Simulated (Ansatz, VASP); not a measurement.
## Cu in VASP and in Ansatz

File INCAR:

```
SYSTEM = Cu
PREC     = Accurate       ! precision mode
ENCUT    = 820            ! plane-wave cutoff, eV
EDIFF    = 1E-6           ! SCF threshold, eV
ISMEAR   = -1             ! smearing method
SIGMA    = 0.1            ! smearing width, eV
LREAL    = .FALSE.        ! projectors in reciprocal space
LASPH    = .TRUE.         ! aspherical terms in the spheres
NELM     = 120            ! most SCF steps
ALGO     = Normal         ! electronic algorithm
ISIF     = 2              ! what is computed and relaxed
LWAVE    = .FALSE.        ! write WAVECAR
LCHARG   = .FALSE.        ! write CHGCAR
NBANDS   = 46             ! bands
GGA_COMPAT= .FALSE.
```

File KPOINTS:

```
Automatic mesh
0
G
  7 7 2
  0 0 0
```

POSCAR

```
Cu
1.0
    2.5307600000      0.0000000000      0.0000000000
   -1.2653800000      2.1917100000      0.0000000000
    0.0000000000      0.0000000000      8.2618200000
Cu
4
Direct
    0.9952300000      0.0002200000      0.9983600000
    0.3277700000      0.6622900000      0.2501700000
    0.0056100000      0.0010200000      0.4991700000
    0.6601900000      0.3208400000      0.7506851935
```

Input for Ansatz:

```yaml
crystal:
  lattice:
    - [2.53076, 0.0, 0.0]
    - [-1.26538, 2.19171, 0.0]
    - [0.0, 0.0, 8.26182]
  atoms:
    - { symbol: Cu, position: [0.99523, 0.00022, 0.99836] }
    - { symbol: Cu, position: [0.32777, 0.66229, 0.25017] }
    - { symbol: Cu, position: [0.00561, 0.00102, 0.49917] }
    - { symbol: Cu, position: [0.66019, 0.32084, 0.7506851935287866] }
basis:
  ecutwfc: 540.0
  xc_grid: 2
kpoints:
  mp_grid:
    grid: [7, 7, 2]
hamiltonian:
  xc: lda
scf:
  convergence:
    dr2_threshold: 1.0e-09
  occupations:
    method: fermi_dirac
    width: 0.1
output:
  forces: true
  stress: true
```

Alike in both runs: task single point; functional LDA; k mesh 7 × 7 × 2; occupations fermi-dirac, width 0.1 eV; no spin polarisation.

|  | VASP | Ansatz |
| --- | --- | --- |
| version | VASP 6.6.1 | Ansatz 0.2.0 |
| potentials or method | VASP PAW LDA potentials, release 64 (Cu_sv_GW), cutoff 820 eV | plane waves, PAW |
| valence electrons in the cell | 76 | 76 |

Ansatz gave:

| Quantity | Value |
| --- | --- |
| pressure (GPa) | -8.8 |
| traceless stress, the component that is largest in VASP (GPa) | -0.19 |
| rms of the force components (eV/Å) | 0.058 |

Which values does VASP return?

Pressure (GPa): -9.9; traceless stress, the component that is largest in VASP (GPa): -0.18; rms of the force components (eV/Å): 0.061.

LDA's correlation is that of Perdew and Zunger in VASP and of Perdew and Wang (1992) in Ansatz. Atom by atom the forces differ by 0.003 eV/Å (rms over components). Ansatz's warnings: stress scf threshold loose.

The k mesh is coarse, so the values compare programs but aren't converged.
